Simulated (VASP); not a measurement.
Set up this calculation in VASP 6.6.1, as the native input.

* Task: single point
* Functional: PBEsol
* Potentials or basis: VASP PAW PBE potentials, release 64 (Ti_sv)
* Cutoff: 520 eV
* k mesh: 12 × 12 × 14
* Occupations: gaussian, width 0.15 eV
* Spin: no spin polarisation
* Dipole correction: no
* Further INCAR settings: ALGO = Fast; EDIFF = 1e-06; NBANDS = 25

The structure of Ti lies in POSCAR:

```
Ti
1.0
    4.4878000000      0.0000000000      0.0000000000
   -2.2439000000      3.8865488071      0.0000000000
    0.0000000000      0.0000000000      2.8543000000
Ti
3
Direct
    0.0000000000      0.0000000000      0.0000000000
    0.3333333333      0.6666666667      0.5000000000
    0.6666666667      0.3333333333      0.5000000000
```

The input as run:

INCAR

```
SYSTEM = Ti
  ALGO = Fast
  EDIFF = 1E-6
  ENCUT = 520
  GGA = PS
  ISIF = 2
  ISMEAR = 0
  LASPH = .True.
  LCHARG = .False.
  LREAL = .False.
  LWAVE = .False.
  NBANDS = 25
  NELM = 60
  PREC = Accurate
  SIGMA = 0.15
```

KPOINTS

```
k-points
0
Gamma
  12 12 14
  0 0 0
```

Potentials or basis: VASP PAW PBE potentials, release 64 (Ti_sv).

Command:

```sh
$ cat potpaw_PBE.64/Ti_sv/POTCAR > POTCAR
$ mpirun -np 1 vasp_std > vasp.out
```

Results of the run:

- Pressure: -1.3 GPa
- Band gap on the k mesh: zero (band 18 reaches 8.89 eV, above the bottom of band 19 at 8.48 eV)

Caveat: the PAW data sets were made with another functional, which shifts forces and pressure a little.

Run time: 5.1 min on 1 thread of Intel(R) Xeon(R) 6975P-C (Granite Rapids), on a shared host, peak memory 0.27 GiB.
